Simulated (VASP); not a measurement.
# Ti2Al6CO in VASP: single point with PBE

Aim: the single point of Ti2Al6CO with PBE.

Program: VASP 6.6.1. These are calculated values, not measurements. Logs are shortened: lines on timing, memory, paths and dates and some standing lists are left out, and cuts for length are marked.

## Step 1: The cell of the first run

The cell holds a slab with vacuum, 10 atoms: a = 5.097 Å, b = 5.097 Å, c = 22.136 Å, α = 90.00°, β = 90.00°, γ = 64.48°.

## Step 2: Single point, PBE

INCAR

```
  PREC = Accurate
  ENCUT = 520
  EDIFF = 1E-6
  ISMEAR = 0
  SIGMA = 0.1
  LREAL = False
  LASPH = True
  NELM = 60
  ALGO = Normal
  ISIF = 2
  LWAVE = False
  LCHARG = False
  LDIPOL = True
  IDIPOL = 3
  DIPOL = 0.5 0.5 0.322
  GGA = PE
  NBANDS = 37
```

KPOINTS

```
Automatic mesh
0
Gamma
  6 6 1
```

POSCAR

```
Ti2Al6CO
1.0
    5.0969736982      0.0000000000      0.0000000000
    2.1961599276      4.5995676375      0.0000000000
    0.0000000000      0.0000000000     22.1361793001
Al Ti C O
6 2 1 1
Direct
    0.5000000000      0.0000000000      0.1806996567
    0.0000000000      0.5000000000      0.1806996567
    0.0000000000      0.0000000000      0.2421138092
    0.0000000000      0.5000000000      0.3076271391
    0.5000000000      0.0000000000      0.3076271391
    0.5000000000      0.5000000000      0.3675512016
    0.5000000000      0.5000000000      0.2421138092
    0.0000000000      0.0000000000      0.3646643612
    0.0000000000      0.0000000000      0.4895234698
    0.0000000000      0.0000000000      0.5419263703
```

Potentials or basis: VASP PAW PBE potentials, release 64 (Al, Ti_sv, C, O).

Run with:

```console
$ cat potpaw_PBE.64/Al/POTCAR potpaw_PBE.64/Ti_sv/POTCAR potpaw_PBE.64/C/POTCAR potpaw_PBE.64/O/POTCAR > POTCAR
$ mpirun -np 1 vasp_std > vasp.out
```

OUTCAR:

```text
PREC = Accurate
   ENCUT = 520
   EDIFF = 1E-6
   ISMEAR = 0
   LREAL = False
   LASPH = True
   NELM = 60
   ISIF = 2
   GGA = PE

 ion  position               nearest neighbor table
   1  0.500  0.000  0.181-   2 2.72   2 2.72   5 2.81   7 2.89   7 2.89   3 2.89   3 2.89
   2  0.000  0.500  0.181-   1 2.72   1 2.72   4 2.81   3 2.89   3 2.89   7 2.89   7 2.89
   3  0.000  0.000  0.242-   8 2.71   7 2.72   7 2.72   2 2.89   2 2.89   1 2.89   1 2.89   4 2.93
                             4 2.93   5 2.93   5 2.93
   4  0.000  0.500  0.308-   5 2.72   5 2.72   2 2.81   8 2.84   8 2.84   6 2.87   6 2.87   3 2.93
                             3 2.93   7 2.93   7 2.93
   5  0.500  0.000  0.308-   4 2.72   4 2.72   1 2.81   8 2.84   8 2.84   6 2.87   6 2.87   7 2.93
                             7 2.93   3 2.93   3 2.93
   6  0.500  0.500  0.368-   8 2.72   8 2.72   7 2.78   5 2.87   5 2.87   4 2.87   4 2.87
   7  0.500  0.500  0.242-   3 2.72   3 2.72   6 2.78   1 2.89   1 2.89   2 2.89   2 2.89   5 2.93
                             5 2.93   4 2.93   4 2.93
   8  0.000  0.000  0.365-   3 2.71   6 2.72   6 2.72   4 2.84   4 2.84   5 2.84   5 2.84
   9  0.000  0.000  0.490-  10 1.16
  10  0.000  0.000  0.542-   9 1.16

  LATTYP: Found a base centered orthorhombic cell.
 ALAT       =     5.4378987655
 B/A-ratio  =     1.5856128664
 C/A-ratio  =     4.0707229492

  Lattice vectors:

 A1 = (  -2.1961599276,  -4.5995676375,   0.0000000000)
 A2 = (   5.0969736982,   0.0000000000,   0.0000000000)
 A3 = (   0.0000000000,   0.0000000000,  22.1361793001)

Analysis of symmetry for initial positions (statically):
=====================================================================
 Subroutine PRICEL returns:
 Original cell was already a primitive cell.

 Routine SETGRP: Setting up the symmetry group for a
 base centered orthorhombic supercell.

 Subroutine GETGRP returns: Found  4 space group operations
 (whereof  4 operations were pure point group operations)
 out of a pool of  8 trial point group operations.

The static configuration has the point symmetry C_2v.

Analysis of symmetry for dynamics (positions and initial velocities):
=====================================================================
 Subroutine PRICEL returns:
 Original cell was already a primitive cell.

 Routine SETGRP: Setting up the symmetry group for a
 base centered orthorhombic supercell.

 Subroutine GETGRP returns: Found  4 space group operations
 (whereof  4 operations were pure point group operations)
 out of a pool of  8 trial point group operations.

The dynamic configuration has the point symmetry C_2v.

 Subroutine INISYM returns: Found  4 space group operations
 (whereof  4 operations are pure point group operations),
 and found     1 'primitive' translations

----------------------------------------------------------------------------------------

                                     Primitive cell

  volume of cell :     518.9578

  direct lattice vectors                    reciprocal lattice vectors
     5.096973698  0.000000000  0.000000000     0.196194852 -0.093677342  0.000000000
     2.196159928  4.599567637  0.000000000     0.000000000  0.217411739  0.000000000
     0.000000000  0.000000000 22.136179300     0.000000000  0.000000000  0.045174914

  length of vectors
     5.096973698  5.096973698 22.136179300     0.217411739  0.217411739  0.045174914

  position of ions in fractional coordinates (direct lattice)
     0.500000000  0.000000000  0.180699657
     0.000000000  0.500000000  0.180699657
     0.000000000  0.000000000  0.242113809
     0.000000000  0.500000000  0.307627139
     0.500000000  0.000000000  0.307627139
     0.500000000  0.500000000  0.367551202
     0.500000000  0.500000000  0.242113809
     0.000000000  0.000000000  0.364664361
     0.000000000  0.000000000  0.489523470
     0.000000000  0.000000000  0.541926370

  ion indices of the primitive-cell ions
   primitive index   ion index
                 1           1
                 2           2
                 3           3
                 4           4
                 5           5
                 6           6
                 7           7
                 8           8
                 9           9
                10          10

----------------------------------------------------------------------------------------

 KPOINTS: Automatic mesh

Automatic generation of k-mesh.
 Grid dimensions read from file:
 generate k-points for:    6    6    1

 Generating k-lattice:

  Cartesian coordinates                     Fractional coordinates (reciprocal lattice)
     0.032699142 -0.015612890  0.000000000     0.166666667  0.000000000  0.000000000
     0.000000000  0.036235290  0.000000000     0.000000000  0.166666667  0.000000000
     0.000000000  0.000000000  0.045174914     0.000000000  0.000000000  1.000000000

  Length of vectors
     0.036235290  0.036235290  0.045174914

  Shift w.r.t. Gamma in fractional coordinates (k-lattice)
     0.000000000  0.000000000  0.000000000

 Subroutine IBZKPT returns following result:
 ===========================================

 Found     13 irreducible k-points:

 Following reciprocal coordinates:
            Coordinates               Weight
  0.000000  0.000000  0.000000      1.000000
  0.166667  0.000000  0.000000      4.000000
  0.333333 -0.000000  0.000000      4.000000
  0.500000  0.000000  0.000000      2.000000
  0.166667  0.166667  0.000000      2.000000
  0.333333  0.166667  0.000000      4.000000
  0.500000  0.166667  0.000000      4.000000
 -0.333333  0.166667  0.000000      4.000000
 -0.166667  0.166667  0.000000      2.000000
  0.333333  0.333333  0.000000      2.000000
  0.500000  0.333333  0.000000      4.000000
 -0.333333  0.333333  0.000000      2.000000
  0.500000  0.500000  0.000000      1.000000
   k-points           NKPTS =     13   k-points in BZ     NKDIM =     13   number of bands    NBANDS=     37
   number of dos      NEDOS =    301   number of ions     NIONS =     10
   total plane-waves  NPLWV = 268800
   dimension x,y,z NGX =    40 NGY =   40 NGZ =  168
   dimension x,y,z NGXF=    80 NGYF=   80 NGZF=  336
   ions per type =               6   2   1   1
   NGX,Y,Z   is equivalent  to a cutoff of  13.05, 13.05, 12.62 a.u.
   NGXF,Y,Z  is equivalent  to a cutoff of  26.09, 26.09, 25.23 a.u.
 SYSTEM =  unknown system
   PREC   = accura    normal or accurate (medium, high low for compatibility)
   ISTART =      0    job   : 0-new  1-cont  2-samecut
   ICHARG =      2    charge: 1-file 2-atom 10-const
   ISPIN  =      1    spin polarized calculation?
   LNONCOLLINEAR =      F non collinear calculations
   LSORBIT =      F    spin-orbit coupling
   LASPH  =      T    aspherical Exc in radial PAW
   ENCUT  =  520.0 eV  38.22 Ry    6.18 a.u.   9.48  9.48 41.16*2*pi/ulx,y,z
   NELM   =     60;   NELMIN=  2; NELMDL= -5     # of ELM steps
   EDIFF  = 0.1E-05   stopping-criterion for ELM
   LREAL  =      F    real-space projection
   EDIFFG = 0.1E-04   stopping-criterion for IOM
   NSW    =      0    number of steps for IOM
   IBRION =     -1    ionic relax: 0-MD 1-quasi-New 2-CG
   NFREE  =      0    steps in history (QN), initial steepest desc. (CG)
   ISIF   =      2    stress and relaxation
   ISYM   =      2    0-nonsym 1-usesym 2-fastsym
   POTIM  = 0.5000    time-step for ionic-motion
   TEBEG  =    0.0;   TEEND  =   0.0 temperature during run
   PSTRESS=    0.0 pullay stress
   NELECT =      52.0000    total number of electrons
   NUPDOWN=      -1.0000    fix difference up-down
   EMIN   =  10.00;   EMAX   =-10.00  energy-range for DOS
   EFERMI =   0.00;   METHOD = LEGACY
   ISMEAR =     0;   SIGMA  =   0.10  broadening in eV -4-tet -1-fermi 0-gaus
   EFERMI_NEDOS =   21; number of points for ismear=-14 and -15
   IALGO  =     38    algorithm
   IMIX   =      4    mixing-type and parameters
     AMIX     =   0.40;   BMIX     =  1.00
     AMIX_MAG =   1.60;   BMIX_MAG =  1.00
  volume/ion in A,a.u.               =      51.90       350.21
  Fermi-wavevector in a.u.,A,eV,Ry     =   0.760382  1.436914  7.866631  0.578181
  Thomas-Fermi vector in A             =   1.859387
   LORBIT       =      0    0 simple, 1 ext, 2 COOP (PROOUT), +10 PAW based schemes
   GGA     = PE    functional components
   LHFCALC =     F    Hartree Fock is set to
   AEXX    =    0.0000 exact exchange contribution
   IVDW    =     0    specifies the selected vdW correction
   LEPSILON=     F    determine dielectric tensor
   LRPA    =     F    only Hartree local field effects (RPA)
 non-spin polarized calculation
 Gauss-broadening in eV      SIGMA  =   0.10
  energy-cutoff  :      520.00
  volume of cell :      518.96
 maximum number of plane-waves:     14010
 NGX is ok and might be reduce to    40
   NGX = 19   NGY = 19   NGZ = 83

 dipolmoment           0.000000      0.000000     -0.006422 electrons x Angstroem

 number of electron      52.0000009 magnetization

 dipolmoment           0.000000      0.000000      0.008762 electrons x Angstroem

 Free energy of the ion-electron system (eV)
  ---------------------------------------------------
  ext. energy  EPLUGINS =         0.00000000
  ---------------------------------------------------
  free energy    TOTEN  =       -51.42207016 eV

  energy without entropy =      -51.38088148  energy(sigma->0) =      -51.40147582

 E-fermi :  -0.7786     XC(G=0):  -4.1710

 val. band max:       -0.7958883586   @ k =   0.5000   0.1667   0.0000
 cond. band min:      -0.7776265299   @ k =   0.3333   0.3333   0.0000
 fundamental gap:      0.0182618286
 Fermi energy:        -0.7785794599

 k-point     1 :       0.0000    0.0000    0.0000
  band No.  band energies     occupation
      1     -57.7730      2.00000
      2     -57.4335      2.00000
      3     -34.1478      2.00000
      4     -34.0752      2.00000
      5     -33.9059      2.00000
      6     -33.8020      2.00000
[... 29 lines left out ...]
     36       1.5997      0.00000
     37       1.7260      0.00000
[... 478 lines left out ...]
     36       1.6118      0.00000
     37       2.4742      0.00000

------------------------ aborting loop because EDIFF is reached ----------------------------------------

 vacuum level on the upper side and lower side of the slab       (xc-potential included)        -0.103        -0.163

  FORCE on cell =-STRESS in cart. coord.  units (eV):
  Direction    XX          YY          ZZ          XY          YZ          ZX
  --------------------------------------------------------------------------------------
  -------------------------------------------------------------------------------------
  Total       -5.0910020     -4.2064980     -6.0067191     -0.9262385      0.0000000      0.0000000
  in kB      -15.7174389    -12.9867117    -18.5445303     -2.8595741      0.0000000      0.0000000
  external PRESSURE =     -15.7495603 kB  Pullay stress =       0.0000000 kB

 VOLUME and BASIS-vectors are now :
 -----------------------------------------------------------------------------
  energy-cutoff  :      520.00
  volume of cell :      518.96
      direct lattice vectors                 reciprocal lattice vectors
     5.096973698  0.000000000  0.000000000     0.196194852 -0.093677342  0.000000000
     2.196159928  4.599567637  0.000000000     0.000000000  0.217411739  0.000000000
     0.000000000  0.000000000 22.136179300     0.000000000  0.000000000  0.045174914

 POSITION                                       TOTAL-FORCE (eV/Angst)
 -----------------------------------------------------------------------------------
      2.54849      0.00000      4.00000        -0.000000      0.000000      0.588160
      1.09808      2.29978      4.00000        -0.000000      0.000000      0.588160
      0.00000      0.00000      5.35947        -0.000000      0.000000     -0.725824
      1.09808      2.29978      6.80969        -0.000000      0.000000     -0.022551
      2.54849      0.00000      6.80969        -0.000000      0.000000     -0.022551
      3.64657      2.29978      8.13618        -0.000000      0.000000      0.082204
      3.64657      2.29978      5.35947        -0.000000      0.000000     -0.508938
      0.00000      0.00000      8.07228         0.000000      0.000000      1.136714
      0.00000      0.00000     10.83618         0.000000      0.000000      0.163366
      0.00000      0.00000     11.99618        -0.000000      0.000000     -1.278739
 -----------------------------------------------------------------------------------
    total drift:                               -0.000000     -0.000000     -0.000128

  FREE ENERGIE OF THE ION-ELECTRON SYSTEM (eV)
  ---------------------------------------------------
  free  energy   TOTEN  =       -51.4220701642 eV

  energy  without entropy=      -51.3808814784  energy(sigma->0) =      -51.40147582

 vacuum level on the upper side and lower side of the slab         3.418         3.347
```

Wall time 6.9 min (1 thread of Intel Xeon 6975P-C (Granite Rapids), shared host); peak memory 0.69 GiB.

Results:

| Quantity | Value |
| --- | --- |
| Free energy | -51.4221 eV |
| Largest force | 1.279 eV/Å |
| Band gap on the k mesh | zero (bands 26 and 27 overlap by 0.27 eV) |

Forces on the atoms (eV/Å):
```
Al   0.000  0.000  0.588
Al   0.000  0.000  0.588
Al   0.000  0.000 -0.726
Al   0.000  0.000 -0.023
Al   0.000  0.000 -0.023
Al   0.000  0.000  0.082
Ti   0.000  0.000 -0.509
Ti   0.000  0.000  1.137
C    0.000  0.000  0.163
O    0.000  0.000 -1.279
```
